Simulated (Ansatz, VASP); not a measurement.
## HgTe: VASP beside Ansatz

```
Hg Te
1.0
     0.00403    3.22350    3.22350
     3.22350    0.00403    3.22350
     3.22753    3.22753    0.00000
Hg Te
1 1
Direct
  0.00000 0.00000 0.00000
  0.75000 0.75000 0.75000
```

Change from the starting cell: strain +0.0025 x Voigt [0, 0, 0, 0, 0, 1], atoms carried along.

Alike in both runs: task single point; functional PBE; k mesh 14 × 14 × 14; occupations gaussian, width 0.15 eV; no spin polarisation.

|  | VASP | Ansatz |
| --- | --- | --- |
| version | VASP 6.6.1 | Ansatz 0.2.0 |
| potentials or method | VASP PAW PBE potentials, release 64 (Hg, Te), cutoff 520 eV | scalar-relativistic, plane waves, PAW |
| valence electrons in the cell | 18 | 36 |

```csv
,VASP,Ansatz,Ansatz less VASP
pressure (GPa),4.1,4.1,-0.08
"traceless stress, the component that is largest in VASP (GPa)",-0.11,-0.11,+0.001
rms of the force components (eV/Å),0.010,0.010,-0.0002
```

Atom by atom the forces differ by 0.000 eV/Å (rms over components). With one functional, cell and mesh, what is left measures potentials, basis and numerics. VASP's potentials hold 18 valence electrons a cell and Ansatz's 36, so a difference there can come from the potentials and not from the codes.

Spin-orbit coupling is off throughout.
